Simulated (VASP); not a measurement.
SnGe7, 8 atoms in the cell. Symmetry: P-4m2, No. 115, tetragonal system. The conventional cell has a = 4.207 Å, b = 4.207 Å, c = 11.626 Å, α = 90.00°, β = 90.00°, γ = 90.00°. Within 3.5 Å of Sn (site symmetry -4m2) lie 4 Ge at 2.65 Å. Within 3.3 Å of Ge (site symmetry 2mm) lie 4 Ge at 2.53 Å. Within 3.3 Å of Ge (site symmetry 2mm) lie 4 Ge at 2.52 to 2.53 Å. Within 3.3 Å of Ge (site symmetry 2mm) lie 2 Ge at 2.53 Å and 2 Sn at 2.65 Å. Ge (site symmetry -4m2) has 4 Ge at 2.52 Å within 3.3 Å. 

- Program: VASP 6.6.1
- Task: single point
- Functional: PBE
- Potentials or basis: VASP PAW PBE potentials, release 64 (Sn_d, Ge_d)
- Cutoff: 520 eV
- k mesh: 4 × 4 × 2
- Occupations: gaussian, width 0.2 eV
- Spin: no spin polarisation
- Dipole correction: no
- Further INCAR settings: ALGO = Normal; EDIFF = 1e-07; NBANDS = 66

Potentials or basis: VASP PAW PBE potentials, release 64 (Sn_d, Ge_d).

Run with:

```sh
$ cat potpaw_PBE.64/Sn_d/POTCAR potpaw_PBE.64/Ge_d/POTCAR > POTCAR
$ mpirun -np 1 vasp_std > vasp.out
```

Hardware: 1 thread of Intel Xeon 8259CL (shared host).

Problem. How long does it take, and how much memory?

Solution. It took 5.4 min on 1 thread of Intel Xeon 8259CL (shared host), peak memory 0.37 GiB. Counts: scf iterations 17, k points 12.
